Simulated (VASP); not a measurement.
# Co (P6_3/mmc) in VASP: notebook

The runs below take Co through single point, with PBE.

Everything below comes from runs of VASP 6.6.1. Logs are shortened: lines on timing, memory, paths and dates and some standing lists are left out, and cuts for length are marked.

## 1. The cell of the first run

The structure is hexagonal, space group P6_3/mmc (No. 194). Conventional cell: a = 2.494 Å, b = 2.494 Å, c = 4.030 Å, α = 90.00°, β = 90.00°, γ = 120.00°. Co (site symmetry -6m2) has 12 Co at 2.48 to 2.49 Å within 3.3 Å.

## 2. Single point, PBE

INCAR

```
PREC     = Accurate       # precision mode
ENCUT    = 520            # plane-wave cutoff, eV
EDIFF    = 1E-6           # SCF threshold, eV
ISMEAR   = 0              # smearing method
SIGMA    = 0.05           # smearing width, eV
LREAL    = F              # projectors in reciprocal space
LASPH    = T              # aspherical terms in the spheres
NELM     = 60             # most SCF steps
ALGO     = Normal         # electronic algorithm
ISIF     = 2              # what is computed and relaxed
LWAVE    = F              # write WAVECAR
LCHARG   = F              # write CHGCAR
GGA      = PE             # functional
NBANDS   = 16             # bands
```

KPOINTS

```
Automatic mesh
0
Gamma
  20 20 12
```

POSCAR

```
Co
1.0
    2.4937131675      0.0000000000      0.0000000000
   -1.2468565838      2.1596189528      0.0000000000
    0.0000000000      0.0000000000      4.0300901878
Co
2
Direct
    0.3333333333      0.6666666667      0.2500000000
    0.6666666667      0.3333333333      0.7500000000
```

Potentials or basis: VASP PAW PBE potentials, release 64 (Co).

The run is started by

```console
> cat potpaw_PBE.64/Co/POTCAR > POTCAR
> mpirun -np 1 vasp_std > vasp.out
```

OUTCAR:

```text
PREC = Accurate
   ENCUT = 520
   EDIFF = 1E-6
   ISMEAR = 0
   LREAL = F
   LASPH = T
   NELM = 60
   ISIF = 2
   GGA = PE

 ion  position               nearest neighbor table
   1  0.333  0.667  0.250-   2 2.48   2 2.48   2 2.48   2 2.48   2 2.48   2 2.48
   2  0.667  0.333  0.750-   1 2.48   1 2.48   1 2.48   1 2.48   1 2.48   1 2.48

  LATTYP: Found a hexagonal cell.
 ALAT       =     2.4937131675
 C/A-ratio  =     1.6161001355

  Lattice vectors:

 A1 = (   2.4937131675,   0.0000000000,   0.0000000000)
 A2 = (  -1.2468565838,   2.1596189528,   0.0000000000)
 A3 = (   0.0000000000,   0.0000000000,   4.0300901878)

Analysis of symmetry for initial positions (statically):
=====================================================================
 Subroutine PRICEL returns:
 Original cell was already a primitive cell.

 Routine SETGRP: Setting up the symmetry group for a
 hexagonal supercell.

 Subroutine GETGRP returns: Found 24 space group operations
 (whereof 12 operations were pure point group operations)
 out of a pool of 24 trial point group operations.

The static configuration has the point symmetry D_3d.
 The point group associated with its full space group is D_6h.

Analysis of symmetry for dynamics (positions and initial velocities):
=====================================================================
 Subroutine PRICEL returns:
 Original cell was already a primitive cell.

 Routine SETGRP: Setting up the symmetry group for a
 hexagonal supercell.

 Subroutine GETGRP returns: Found 24 space group operations
 (whereof 12 operations were pure point group operations)
 out of a pool of 24 trial point group operations.

The dynamic configuration has the point symmetry D_3d.
 The point group associated with its full space group is D_6h.

 Subroutine INISYM returns: Found 24 space group operations
 (whereof 12 operations are pure point group operations),
 and found     1 'primitive' translations

----------------------------------------------------------------------------------------

                                     Primitive cell

  volume of cell :      21.7039

  direct lattice vectors                    reciprocal lattice vectors
     2.493713168  0.000000000  0.000000000     0.401008429  0.231522325  0.000000000
    -1.246856584  2.159618953  0.000000000     0.000000000  0.463044649  0.000000000
     0.000000000  0.000000000  4.030090188     0.000000000  0.000000000  0.248133405

  length of vectors
     2.493713168  2.493713168  4.030090188     0.463044649  0.463044649  0.248133405

  position of ions in fractional coordinates (direct lattice)
     0.333333333  0.666666667  0.250000000
     0.666666667  0.333333333  0.750000000

  ion indices of the primitive-cell ions
   primitive index   ion index
                 1           1
                 2           2

----------------------------------------------------------------------------------------

 KPOINTS: Automatic mesh

Automatic generation of k-mesh.
 Grid dimensions read from file:
 generate k-points for:   20   20   12

 Generating k-lattice:

  Cartesian coordinates                     Fractional coordinates (reciprocal lattice)
     0.020050421  0.011576116  0.000000000     0.050000000  0.000000000  0.000000000
     0.000000000  0.023152232  0.000000000     0.000000000  0.050000000  0.000000000
     0.000000000  0.000000000  0.020677784     0.000000000  0.000000000  0.083333333

  Length of vectors
     0.023152232  0.023152232  0.020677784

  Shift w.r.t. Gamma in fractional coordinates (k-lattice)
     0.000000000  0.000000000  0.000000000

 Subroutine IBZKPT returns following result:
 ===========================================

 Found    308 irreducible k-points:

 Following reciprocal coordinates:
            Coordinates               Weight
  0.000000  0.000000  0.000000      1.000000
  0.050000 -0.000000  0.000000      6.000000
  0.100000 -0.000000  0.000000      6.000000
  0.150000  0.000000  0.000000      6.000000
  0.200000 -0.000000  0.000000      6.000000
  0.250000 -0.000000  0.000000      6.000000
[... 16 lines left out ...]
  0.200000  0.100000  0.000000     12.000000
  0.250000  0.100000  0.000000     12.000000
 [... further k-points ...]
   k-points           NKPTS =    308   k-points in BZ     NKDIM =    308   number of bands    NBANDS=     16
   number of dos      NEDOS =    301   number of ions     NIONS =      2
   total plane-waves  NPLWV =  12000
   dimension x,y,z NGX =    20 NGY =   20 NGZ =   30
   dimension x,y,z NGXF=    40 NGYF=   40 NGZF=   60
   ions per type =               2
   NGX,Y,Z   is equivalent  to a cutoff of  13.33, 13.33, 12.38 a.u.
   NGXF,Y,Z  is equivalent  to a cutoff of  26.67, 26.67, 24.75 a.u.
 SYSTEM =  unknown system
   PREC   = accura    normal or accurate (medium, high low for compatibility)
   ISTART =      0    job   : 0-new  1-cont  2-samecut
   ICHARG =      2    charge: 1-file 2-atom 10-const
   ISPIN  =      1    spin polarized calculation?
   LNONCOLLINEAR =      F non collinear calculations
   LSORBIT =      F    spin-orbit coupling
   LASPH  =      T    aspherical Exc in radial PAW
   ENCUT  =  520.0 eV  38.22 Ry    6.18 a.u.   4.64  4.64  7.49*2*pi/ulx,y,z
   NELM   =     60;   NELMIN=  2; NELMDL= -5     # of ELM steps
   EDIFF  = 0.1E-05   stopping-criterion for ELM
   LREAL  =      F    real-space projection
   EDIFFG = 0.1E-04   stopping-criterion for IOM
   NSW    =      0    number of steps for IOM
   IBRION =     -1    ionic relax: 0-MD 1-quasi-New 2-CG
   NFREE  =      0    steps in history (QN), initial steepest desc. (CG)
   ISIF   =      2    stress and relaxation
   ISYM   =      2    0-nonsym 1-usesym 2-fastsym
   POTIM  = 0.5000    time-step for ionic-motion
   TEBEG  =    0.0;   TEEND  =   0.0 temperature during run
   PSTRESS=    0.0 pullay stress
   NELECT =      18.0000    total number of electrons
   NUPDOWN=      -1.0000    fix difference up-down
   EMIN   =  10.00;   EMAX   =-10.00  energy-range for DOS
   EFERMI =   0.00;   METHOD = LEGACY
   ISMEAR =     0;   SIGMA  =   0.05  broadening in eV -4-tet -1-fermi 0-gaus
   EFERMI_NEDOS =   21; number of points for ismear=-14 and -15
   IALGO  =     38    algorithm
   IMIX   =      4    mixing-type and parameters
     AMIX     =   0.40;   BMIX     =  1.00
     AMIX_MAG =   1.60;   BMIX_MAG =  1.00
  volume/ion in A,a.u.               =      10.85        73.23
  Fermi-wavevector in a.u.,A,eV,Ry     =   1.538106  2.906598 32.188246  2.365769
  Thomas-Fermi vector in A             =   2.644521
   LORBIT       =      0    0 simple, 1 ext, 2 COOP (PROOUT), +10 PAW based schemes
   GGA     = PE    functional components
   LHFCALC =     F    Hartree Fock is set to
   AEXX    =    0.0000 exact exchange contribution
   IVDW    =     0    specifies the selected vdW correction
   LEPSILON=     F    determine dielectric tensor
   LRPA    =     F    only Hartree local field effects (RPA)
 non-spin polarized calculation
 Gauss-broadening in eV      SIGMA  =   0.05
  energy-cutoff  :      520.00
  volume of cell :       21.70
 maximum number of plane-waves:       597
 NGX is ok and might be reduce to    20
   NGX =  9   NGY =  9   NGZ = 15

 number of electron      17.9999996 magnetization

 Free energy of the ion-electron system (eV)
  ---------------------------------------------------
  ext. energy  EPLUGINS =         0.00000000
  ---------------------------------------------------
  free energy    TOTEN  =       -13.59811191 eV

  energy without entropy =      -13.59101155  energy(sigma->0) =      -13.59456173

 E-fermi :  10.1571     XC(G=0): -13.4198

 val. band max:       10.1567268256   @ k =   0.4000   0.2000   0.2500
 cond. band min:      10.1584718276   @ k =   0.3000   0.0500   0.5000
 fundamental gap:      0.0017450020
 Fermi energy:        10.1571334576

 k-point     1 :       0.0000    0.0000    0.0000
  band No.  band energies     occupation
      1       1.3329      2.00000
      2       5.5518      2.00000
      3       8.3552      2.00000
      4       8.3977      2.00000
      5       8.3977      2.00000
      6       8.7325      2.00000
[... 8 lines left out ...]
     15      34.9172      0.00000
     16      34.9180      0.00000

 k-point     2 :       0.0500   -0.0000    0.0000
  band No.  band energies     occupation
      1       1.4210      2.00000
      2       5.6085      2.00000
      3       8.2402      2.00000
      4       8.4405      2.00000
      5       8.4985      2.00000
      6       8.7094      2.00000
[... 8 lines left out ...]
     15      33.3746      0.00000
     16      33.7939      0.00000

 k-point     3 :       0.1000   -0.0000    0.0000
  band No.  band energies     occupation
      1       1.6822      2.00000
      2       5.7696      2.00000
      3       8.0790      2.00000
      4       8.5664      2.00000
      5       8.5915      2.00000
      6       8.6796      2.00000
[... 8 lines left out ...]
     15      32.2869      0.00000
     16      32.4778      0.00000

 k-point     4 :       0.1500    0.0000    0.0000
  band No.  band energies     occupation
      1       2.1073      2.00000
      2       6.0062      2.00000
      3       7.8957      2.00000
      4       8.1642      2.00000
      5       8.5189      2.00000
      6       8.7674      2.00000
[... 8 lines left out ...]
     15      30.8437      0.00000
     16      31.9408      0.00000
[... 324 lines left out ...]
 k-point    22 :       0.1500    0.1000    0.0000
  band No.  band energies     occupation
      1       2.9191      2.00000
      2       6.3840      2.00000
      3       7.5559      2.00000
      4       7.5912      2.00000
      5       8.4305      2.00000
      6       8.5400      2.00000
[... 8 lines left out ...]
     15      26.6625      0.00000
     16      32.2779      0.00000

 k-point    23 :       0.2000    0.1000    0.0000
  band No.  band energies     occupation
      1       3.5948      2.00000
      2       6.5670      2.00000
      3       7.2026      2.00000
      4       7.4467      2.00000
      5       8.3906      2.00000
      6       8.4054      2.00000
[... 8 lines left out ...]
     15      25.6919      0.00000
     16      30.4287      0.00000

 k-point    24 :       0.2500    0.1000    0.0000
  band No.  band energies     occupation
      1       4.3324      2.00000
      2       6.5964      2.00000
      3       6.9087      2.00000
      4       7.4101      2.00000
      5       8.2964      2.00000
      6       8.4291      2.00000
[... 8 lines left out ...]
     15      24.8404      0.00000
     16      28.6246      0.00000

 [... further k-points ...]
[... 5 lines left out ...]
  --------------------------------------------------------------------------------------
  -------------------------------------------------------------------------------------
  Total       -1.5665348     -1.5665348     -1.6667163      0.0000000      0.0000000      0.0000000
  in kB     -115.6411033   -115.6411033   -123.0364738      0.0000000      0.0000000      0.0000000
  external PRESSURE =    -118.1062268 kB  Pullay stress =       0.0000000 kB

 VOLUME and BASIS-vectors are now :
 -----------------------------------------------------------------------------
  energy-cutoff  :      520.00
  volume of cell :       21.70
      direct lattice vectors                 reciprocal lattice vectors
     2.493713168  0.000000000  0.000000000     0.401008429  0.231522325  0.000000000
    -1.246856584  2.159618953  0.000000000     0.000000000  0.463044649  0.000000000
     0.000000000  0.000000000  4.030090188     0.000000000  0.000000000  0.248133405

 POSITION                                       TOTAL-FORCE (eV/Angst)
 -----------------------------------------------------------------------------------
     -0.00000      1.43975      1.00752        -0.000000      0.000000      0.000000
      1.24686      0.71987      3.02257         0.000000     -0.000000      0.000000
 -----------------------------------------------------------------------------------
    total drift:                               -0.000000      0.000000     -0.000000

  FREE ENERGIE OF THE ION-ELECTRON SYSTEM (eV)
  ---------------------------------------------------
  free  energy   TOTEN  =       -13.5981119098 eV

  energy  without entropy=      -13.5910115466  energy(sigma->0) =      -13.59456173
```

It took 2.3 min on 1 thread of Intel Xeon 8259CL, shared host; peak memory 0.2 GiB.

Results:

```yaml
Free_energy: -13.5981 eV
Pressure: -11.8 GPa
Band_gap_on_the_k_mesh: zero (bands 9 and 10 overlap by 1.42 eV)
```

Stress tensor (GPa, compression positive):
```
-11.56   0.00   0.00
  0.00 -11.56   0.00
  0.00   0.00 -12.30
```

Caveat: the cell stands under tension; the run has no spin polarisation, though such a crystal can be magnetic.

## 3. Single point, PBE, collinear spin, ferromagnetic start (10.42 Å³/atom)

This run uses another cell than the first one, of 10.42 Å³/atom.

INCAR

```
PREC = Accurate ; ENCUT = 520
EDIFF = 1E-6 ; ISMEAR = 0
SIGMA = 0.05 ; LREAL = F
LASPH = T ; NELM = 150
ALGO = Normal ; ISIF = 2
LWAVE = F ; LCHARG = F
ISPIN = 2 ; MAGMOM = 1.84 1.84
LORBIT = 11 ; LMAXMIX = 4
GGA = PE ; NBANDS = 20
```

KPOINTS is that of step 2.

POSCAR

```
Co
1.0
    2.4604246365      0.0000000000      0.0000000000
   -1.2302123183      2.1307902393      0.0000000000
    0.0000000000      0.0000000000      3.9742836600
Co
2
Direct
    0.3333333333      0.6666666667      0.2500000000
    0.6666666667      0.3333333333      0.7500000000
```

Potentials or basis: VASP PAW PBE potentials, release 64 (Co).

The run is started by

```console
> cat potpaw_PBE.64/Co/POTCAR > POTCAR
> mpirun -np 1 vasp_std > vasp.out
```

It took 6 min on 1 thread of Intel Xeon 8259CL, shared host; peak memory 0.28 GiB.

The run converged. Its results:

| Quantity | Value |
| --- | --- |
| Free energy | -14.0521 eV |
| Pressure | 8.8 GPa |
| Net moment | 3.15 μB per cell |
| Site moments | Co +1.59 μB |
| Valence electrons inside the program's atomic spheres | Co 8.36 |

Stress tensor (GPa, compression positive):
```
8.84 0.00 0.00
0.00 8.84 0.00
0.00 0.00 8.60
```

Levels at points of the mesh, in eV from the Fermi level:
Spin up:
```
           k point  band 8  band 9  band 10  band 11  band 12  band 13  band 14  band 15
(0.00, 0.00, 0.00)   -1.92   -1.92    -0.75    -0.75    -0.07     6.76    22.32    25.29
(0.50, 0.00, 0.00)   -0.61   -0.50    -0.45     1.44     3.55    10.04    10.75    13.14
(0.00, 0.00, 0.50)   -2.70   -1.08    -1.08    -1.08    -1.08    15.55    15.55    23.08
(0.50, 0.00, 0.50)   -1.01   -0.51    -0.51     1.69     1.69     7.65     7.65    18.89
```
Spin down:
```csv
k point,band 3,band 4,band 5,band 6,band 7,band 8,band 9,band 10,band 11,band 12
"(0.00, 0.00, 0.00)",-1.04,-1.02,-1.02,-0.63,-0.63,-0.19,-0.19,-0.12,1.10,1.10
"(0.50, 0.00, 0.00)",-3.43,-1.92,-1.19,-1.09,-0.65,1.24,1.38,1.42,2.67,4.51
"(0.00, 0.00, 0.50)",-1.62,-1.62,-1.09,-1.09,-1.09,-1.09,0.74,0.74,0.74,0.74
"(0.50, 0.00, 0.50)",-2.50,-2.50,-0.08,-0.08,0.26,0.26,1.35,1.35,2.31,2.31
```

Caveat: the cell stands under pressure.

(Continued in part 2 of 2.)
